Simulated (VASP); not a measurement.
# BaTiO3 in VASP: a series of runs

Runs on BaTiO3. Level: PBEsol. Tasks: single point.

Everything below comes from runs of VASP 6.6.1. Logs are shortened: lines on timing, memory, paths and dates and some standing lists are left out, and cuts for length are marked.

### Step 1. The cell of the first run

The structure is cubic, space group Pm-3m (No. 221). The conventional cell has a = 3.970 Å, b = 3.970 Å, c = 3.970 Å, α = 90.00°, β = 90.00°, γ = 90.00°. Within 3.7 Å of Ba (site symmetry m-3m) lie 12 O at 2.81 Å and 8 Ti at 3.44 Å. Ti (site symmetry m-3m) has 6 O at 1.98 Å within 2.6 Å. Within 2.6 Å of O (site symmetry 4/mmm) lie 2 Ti at 1.98 Å.

### Step 2. Single point, PBEsol

Input file INCAR:

```
PREC = Accurate
ENCUT = 910
EDIFF = 1E-6
ISMEAR = 0
SIGMA = 0.02
LREAL = False
LASPH = True
NELM = 120
ALGO = Normal
ISIF = 2
LWAVE = False
LCHARG = False
GGA = PS
NBANDS = 28
GGA_COMPAT = False
```

Input file KPOINTS:

```
regular mesh
0
Gamma
  8 8 8
```

Input file POSCAR:

```
BaTiO3
1.0
    3.9698624762      0.0000000000      0.0000000000
    0.0000000000      3.9698624762      0.0000000000
    0.0000000000      0.0000000000      3.9698883025
Ba Ti O
1 1 3
Direct
    0.0000000000      0.0000000000      0.0000000000
    0.5000000000      0.5000000000      0.5000000000
    0.5000000000      0.5000000000      0.0000000000
    0.5000000000      0.0000000000      0.5000000000
    0.0000000000      0.5000000000      0.5000000000
```

Potentials or basis: VASP PAW PBE potentials, release 64 (Ba_sv, Ti_sv, O_h).

On the command line:

```
cat potpaw_PBE.64/Ba_sv/POTCAR potpaw_PBE.64/Ti_sv/POTCAR potpaw_PBE.64/O_h/POTCAR > POTCAR
mpirun -np 1 vasp_std > vasp.out
```

OUTCAR:

```text
PREC = Accurate
   ENCUT = 910
   EDIFF = 1E-6
   ISMEAR = 0
   LREAL = False
   LASPH = True
   NELM = 120
   ISIF = 2
   GGA = PS

 ion  position               nearest neighbor table
   1  0.000  0.000  0.000-   3 2.81   3 2.81   3 2.81   3 2.81   5 2.81   4 2.81   5 2.81   5 2.81
                             5 2.81   4 2.81   4 2.81   4 2.81   2 3.44   2 3.44   2 3.44   2 3.44
   2  0.500  0.500  0.500-   4 1.98   5 1.98   4 1.98   5 1.98   3 1.98   3 1.98   1 3.44   1 3.44
                             1 3.44   1 3.44   1 3.44   1 3.44   1 3.44   1 3.44
   3  0.500  0.500  0.000-   2 1.98   2 1.98   1 2.81   1 2.81   1 2.81   1 2.81
   4  0.500  0.000  0.500-   2 1.98   2 1.98   1 2.81   1 2.81   1 2.81   1 2.81
   5  0.000  0.500  0.500-   2 1.98   2 1.98   1 2.81   1 2.81   1 2.81   1 2.81

  LATTYP: Found a simple cubic cell.
 ALAT       =     3.9698624762

  Lattice vectors:

 A1 = (   3.9698624762,   0.0000000000,   0.0000000000)
 A2 = (   0.0000000000,   3.9698624762,   0.0000000000)
 A3 = (   0.0000000000,   0.0000000000,   3.9698883025)

Analysis of symmetry for initial positions (statically):
=====================================================================
 Subroutine PRICEL returns:
 Original cell was already a primitive cell.

 Routine SETGRP: Setting up the symmetry group for a
 simple cubic supercell.

 Subroutine GETGRP returns: Found 48 space group operations
 (whereof 48 operations were pure point group operations)
 out of a pool of 48 trial point group operations.

The static configuration has the point symmetry O_h .

Analysis of symmetry for dynamics (positions and initial velocities):
=====================================================================
 Subroutine PRICEL returns:
 Original cell was already a primitive cell.

 Routine SETGRP: Setting up the symmetry group for a
 simple cubic supercell.

 Subroutine GETGRP returns: Found 48 space group operations
 (whereof 48 operations were pure point group operations)
 out of a pool of 48 trial point group operations.

The dynamic configuration has the point symmetry O_h .

 Subroutine INISYM returns: Found 48 space group operations
 (whereof 48 operations are pure point group operations),
 and found     1 'primitive' translations

----------------------------------------------------------------------------------------

                                     Primitive cell

  volume of cell :      62.5647

  direct lattice vectors                    reciprocal lattice vectors
     3.969862476  0.000000000  0.000000000     0.251897895  0.000000000  0.000000000
     0.000000000  3.969862476  0.000000000     0.000000000  0.251897895  0.000000000
     0.000000000  0.000000000  3.969888302     0.000000000  0.000000000  0.251896256

  length of vectors
     3.969862476  3.969862476  3.969888302     0.251897895  0.251897895  0.251896256

  position of ions in fractional coordinates (direct lattice)
     0.000000000  0.000000000  0.000000000
     0.500000000  0.500000000  0.500000000
     0.500000000  0.500000000  0.000000000
     0.500000000  0.000000000  0.500000000
     0.000000000  0.500000000  0.500000000

  ion indices of the primitive-cell ions
   primitive index   ion index
                 1           1
                 2           2
                 3           3
                 4           4
                 5           5

----------------------------------------------------------------------------------------

 KPOINTS: regular mesh

Automatic generation of k-mesh.
 Grid dimensions read from file:
 generate k-points for:    8    8    8

 Generating k-lattice:

  Cartesian coordinates                     Fractional coordinates (reciprocal lattice)
     0.031487237  0.000000000  0.000000000     0.125000000  0.000000000  0.000000000
     0.000000000  0.031487237  0.000000000     0.000000000  0.125000000  0.000000000
     0.000000000  0.000000000  0.031487032     0.000000000  0.000000000  0.125000000

  Length of vectors
     0.031487237  0.031487237  0.031487032

  Shift w.r.t. Gamma in fractional coordinates (k-lattice)
     0.000000000  0.000000000  0.000000000

 Subroutine IBZKPT returns following result:
 ===========================================

 Found     35 irreducible k-points:

 Following reciprocal coordinates:
            Coordinates               Weight
  0.000000  0.000000  0.000000      1.000000
  0.125000  0.000000  0.000000      6.000000
  0.250000  0.000000  0.000000      6.000000
  0.375000  0.000000  0.000000      6.000000
  0.500000  0.000000  0.000000      3.000000
  0.125000  0.125000  0.000000     12.000000
[... 16 lines left out ...]
  0.375000  0.375000  0.125000     24.000000
  0.500000  0.375000  0.125000     24.000000
 [... further k-points ...]
   k-points           NKPTS =     35   k-points in BZ     NKDIM =     35   number of bands    NBANDS=     28
   number of dos      NEDOS =    301   number of ions     NIONS =      5
   total plane-waves  NPLWV =  64000
   dimension x,y,z NGX =    40 NGY =   40 NGZ =   40
   dimension x,y,z NGXF=    80 NGYF=   80 NGZF=   80
   ions per type =               1   1   3
   NGX,Y,Z   is equivalent  to a cutoff of  16.75, 16.75, 16.75 a.u.
   NGXF,Y,Z  is equivalent  to a cutoff of  33.50, 33.50, 33.50 a.u.
 SYSTEM =  unknown system
   PREC   = accura    normal or accurate (medium, high low for compatibility)
   ISTART =      0    job   : 0-new  1-cont  2-samecut
   ICHARG =      2    charge: 1-file 2-atom 10-const
   ISPIN  =      1    spin polarized calculation?
   LNONCOLLINEAR =      F non collinear calculations
   LSORBIT =      F    spin-orbit coupling
   LASPH  =      T    aspherical Exc in radial PAW
   ENCUT  =  910.0 eV  66.88 Ry    8.18 a.u.   9.76  9.76  9.76*2*pi/ulx,y,z
   NELM   =    120;   NELMIN=  2; NELMDL= -5     # of ELM steps
   EDIFF  = 0.1E-05   stopping-criterion for ELM
   LREAL  =      F    real-space projection
   EDIFFG = 0.1E-04   stopping-criterion for IOM
   NSW    =      0    number of steps for IOM
   IBRION =     -1    ionic relax: 0-MD 1-quasi-New 2-CG
   NFREE  =      0    steps in history (QN), initial steepest desc. (CG)
   ISIF   =      2    stress and relaxation
   ISYM   =      2    0-nonsym 1-usesym 2-fastsym
   POTIM  = 0.5000    time-step for ionic-motion
   TEBEG  =    0.0;   TEEND  =   0.0 temperature during run
   PSTRESS=    0.0 pullay stress
   NELECT =      40.0000    total number of electrons
   NUPDOWN=      -1.0000    fix difference up-down
   EMIN   =  10.00;   EMAX   =-10.00  energy-range for DOS
   EFERMI =   0.00;   METHOD = LEGACY
   ISMEAR =     0;   SIGMA  =   0.02  broadening in eV -4-tet -1-fermi 0-gaus
   EFERMI_NEDOS =   21; number of points for ismear=-14 and -15
   IALGO  =     38    algorithm
   IMIX   =      4    mixing-type and parameters
     AMIX     =   0.40;   BMIX     =  1.00
     AMIX_MAG =   1.60;   BMIX_MAG =  1.00
  volume/ion in A,a.u.               =      12.51        84.44
  Fermi-wavevector in a.u.,A,eV,Ry     =   1.410322  2.665123 27.062117  1.989009
  Thomas-Fermi vector in A             =   2.532288
   LORBIT       =      0    0 simple, 1 ext, 2 COOP (PROOUT), +10 PAW based schemes
   GGA     = PS    functional components
   LHFCALC =     F    Hartree Fock is set to
   AEXX    =    0.0000 exact exchange contribution
   IVDW    =     0    specifies the selected vdW correction
   LEPSILON=     F    determine dielectric tensor
   LRPA    =     F    only Hartree local field effects (RPA)
 non-spin polarized calculation
 Gauss-broadening in eV      SIGMA  =   0.02
  energy-cutoff  :      910.00
  volume of cell :       62.56
 maximum number of plane-waves:      3948
 NGX is ok and might be reduce to    40
   NGX = 19   NGY = 19   NGZ = 19

 number of electron      40.0000017 magnetization

 Free energy of the ion-electron system (eV)
  ---------------------------------------------------
  ext. energy  EPLUGINS =         0.00000000
  ---------------------------------------------------
  free energy    TOTEN  =       -41.99820275 eV

  energy without entropy =      -41.99820275  energy(sigma->0) =      -41.99820275

 E-fermi :   4.3570     XC(G=0): -11.6522

 val. band max:        4.2481169507   @ k =   0.5000   0.5000   0.5000
 cond. band min:       5.9974629725   @ k =   0.0000   0.0000   0.0000
 fundamental gap:      1.7493460218
 Fermi energy:         4.3570225930

 k-point     1 :       0.0000    0.0000    0.0000
  band No.  band energies     occupation
      1     -52.0150      2.00000
      2     -28.3532      2.00000
      3     -28.3532      2.00000
      4     -28.3531      2.00000
      5     -20.4546      2.00000
      6     -12.6200      2.00000
[... 20 lines left out ...]
     27       9.1925      0.00000
     28      11.7116      0.00000

 k-point     2 :       0.1250    0.0000    0.0000
  band No.  band energies     occupation
      1     -52.0148      2.00000
      2     -28.3622      2.00000
      3     -28.3529      2.00000
      4     -28.3528      2.00000
      5     -20.4345      2.00000
      6     -12.6330      2.00000
[... 20 lines left out ...]
     27       9.5158      0.00000
     28      12.0972      0.00000

 k-point     3 :       0.2500    0.0000    0.0000
  band No.  band energies     occupation
      1     -52.0144      2.00000
      2     -28.3837      2.00000
      3     -28.3520      2.00000
      4     -28.3519      2.00000
      5     -20.3852      2.00000
      6     -12.7185      2.00000
[... 20 lines left out ...]
     27      10.3703      0.00000
     28      12.6898      0.00000

 k-point     4 :       0.3750    0.0000    0.0000
  band No.  band energies     occupation
      1     -52.0140      2.00000
      2     -28.4051      2.00000
      3     -28.3512      2.00000
      4     -28.3511      2.00000
      5     -20.3348      2.00000
      6     -12.8475      2.00000
[... 578 lines left out ...]
     27      12.6769      0.00000
     28      12.8752      0.00000

 k-point    23 :       0.3750    0.3750    0.1250
  band No.  band energies     occupation
      1     -52.0128      2.00000
      2     -28.4015      2.00000
      3     -28.4010      2.00000
      4     -28.3577      2.00000
      5     -20.2416      2.00000
      6     -12.3673      2.00000
[... 20 lines left out ...]
     27      12.6072      0.00000
     28      13.2462      0.00000

 k-point    24 :       0.5000    0.3750    0.1250
  band No.  band energies     occupation
      1     -52.0127      2.00000
      2     -28.4099      2.00000
      3     -28.4007      2.00000
      4     -28.3574      2.00000
      5     -20.2277      2.00000
      6     -12.3091      2.00000
[... 20 lines left out ...]
     27      12.5148      0.00000
     28      13.3756      0.00000

 [... further k-points ...]
[... 5 lines left out ...]
  --------------------------------------------------------------------------------------
  -------------------------------------------------------------------------------------
  Total        0.6497355      0.6497355      0.6497440      0.0000000     -0.0000000      0.0000000
  in kB       16.6386467     16.6386467     16.6388631      0.0000000     -0.0000000      0.0000000
  external PRESSURE =      16.6387188 kB  Pullay stress =       0.0000000 kB

 VOLUME and BASIS-vectors are now :
 -----------------------------------------------------------------------------
  energy-cutoff  :      910.00
  volume of cell :       62.56
      direct lattice vectors                 reciprocal lattice vectors
     3.969862476  0.000000000  0.000000000     0.251897895  0.000000000  0.000000000
     0.000000000  3.969862476  0.000000000     0.000000000  0.251897895  0.000000000
     0.000000000  0.000000000  3.969888302     0.000000000  0.000000000  0.251896256

 POSITION                                       TOTAL-FORCE (eV/Angst)
 -----------------------------------------------------------------------------------
      0.00000      0.00000      0.00000         0.000000      0.000000      0.000000
      1.98493      1.98493      1.98494         0.000000      0.000000      0.000000
      1.98493      1.98493      0.00000         0.000000      0.000000      0.000000
      1.98493      0.00000      1.98494         0.000000      0.000000      0.000000
      0.00000      1.98493      1.98494         0.000000      0.000000      0.000000
 -----------------------------------------------------------------------------------
    total drift:                                0.000000      0.000000     -0.000000

  FREE ENERGIE OF THE ION-ELECTRON SYSTEM (eV)
  ---------------------------------------------------
  free  energy   TOTEN  =       -41.9982027475 eV

  energy  without entropy=      -41.9982027475  energy(sigma->0) =      -41.99820275
```

Wall time 79 s (1 thread of Intel Xeon 6975P-C (Granite Rapids), shared host); peak memory 0.33 GiB.

Results:

```yaml
Free_energy: -41.9982 eV
Pressure: 1.7 GPa
Band_gap_on_the_k_mesh: 1.75 eV (least direct gap 1.87 eV)
```

Caveat: the cutoff is under 1.25 times the usual one of these potentials, so pressure, stress and relaxed cells hold a basis-set (Pulay) error; the PAW data sets were made with another functional, which shifts forces and pressure a little; spin-orbit coupling is left out, which moves the levels of the heavy elements. A k mesh can miss the band edges.

### Step 3. Single point, PBEsol, collinear spin

This run uses another cell than the first one, of 12.86 Å³/atom.

Input file INCAR:

```
ALGO = Normal ; EDIFF = 1E-6
ENCUT = 600 ; GGA = PS
GGA_COMPAT = F ; ISIF = 2
ISMEAR = 0 ; ISPIN = 2
LASPH = T ; LCHARG = T
LELF = T ; LMAXMIX = 4
LORBIT = 11 ; LREAL = F
LVHAR = T ; LWAVE = F
MAGMOM = 0 1 0 0 0 ; NBANDS = 32
NELM = 200 ; PREC = Accurate
SIGMA = 0.1
```

Input file KPOINTS:

```
k-points
0
Gamma
  4 4 4
```

Edit POSCAR of step 2 so:

```diff
@@ -2,5 +2,5 @@
 1.0
-    3.9698624762      0.0000000000      0.0000000000
-    0.0000000000      3.9698624762      0.0000000000
-    0.0000000000      0.0000000000      3.9698883025
+    3.9998000000      0.0000000000      0.0000000000
+    0.0000000000      3.9998000000      0.0000000000
+    0.0000000000      0.0000000000      4.0180000000
 Ba Ti O
```

Potentials or basis: VASP PAW PBE potentials, release 64 (Ba_sv, Ti_sv, O).

On the command line:

```
cat potpaw_PBE.64/Ba_sv/POTCAR potpaw_PBE.64/Ti_sv/POTCAR potpaw_PBE.64/O/POTCAR > POTCAR
mpirun -np 1 vasp_std > vasp.out
```

Wall time 2.9 min (1 thread of AMD EPYC 7R13, shared host); peak memory 0.22 GiB.

Results (log left out):

* Free energy: -41.9614 eV
* Pressure: -2.9 GPa
* Band gap on the k mesh: 1.67 eV (least direct gap 1.82 eV)
* Net moment: 0.00 μB per cell
* Valence electrons inside the program's atomic spheres: Ba 7.97; Ti 10.19; O 5.00

Stress tensor (GPa, compression positive):
```
-2.60  0.00  0.00
 0.00 -2.60  0.00
 0.00  0.00 -3.46
```

Levels at points of the mesh, in eV from the valence-band top:
Spin up:
```
           k point  band 17  band 18  band 19  band 20  band 21  band 22  band 23  band 24
(0.00, 0.00, 0.00)    -1.11    -0.16    -0.15    -0.15     1.67     1.67     1.68     3.87
(0.50, 0.00, 0.00)    -1.88    -1.88    -0.74    -0.73     1.83     3.46     3.47     3.89
(0.50, 0.50, 0.00)    -1.75    -0.86    -0.86    -0.09     3.47     3.47     3.89     4.71
(0.00, 0.00, 0.50)    -1.83    -1.83    -0.73    -0.73     1.84     3.43     3.43     3.92
(0.50, 0.00, 0.50)    -1.75    -0.90    -0.90    -0.10     3.43     3.47     3.86     4.75
(0.50, 0.50, 0.50)    -2.42    -0.01    -0.01     0.00     4.12     4.12     4.15     6.60
```
Spin down:
```
           k point  band 17  band 18  band 19  band 20  band 21  band 22  band 23  band 24
(0.00, 0.00, 0.00)    -1.11    -0.16    -0.15    -0.15     1.67     1.67     1.68     3.87
(0.50, 0.00, 0.00)    -1.88    -1.88    -0.74    -0.73     1.83     3.46     3.47     3.89
(0.50, 0.50, 0.00)    -1.75    -0.86    -0.86    -0.09     3.47     3.47     3.89     4.71
(0.00, 0.00, 0.50)    -1.83    -1.83    -0.73    -0.73     1.84     3.43     3.43     3.92
(0.50, 0.00, 0.50)    -1.75    -0.90    -0.90    -0.10     3.43     3.47     3.86     4.75
(0.50, 0.50, 0.50)    -2.42    -0.01    -0.01     0.00     4.12     4.12     4.15     6.60
```

Caveat: the PAW data sets were made with another functional, which shifts forces and pressure a little; spin-orbit coupling is left out, which moves the levels of the heavy elements. A k mesh can miss the band edges.
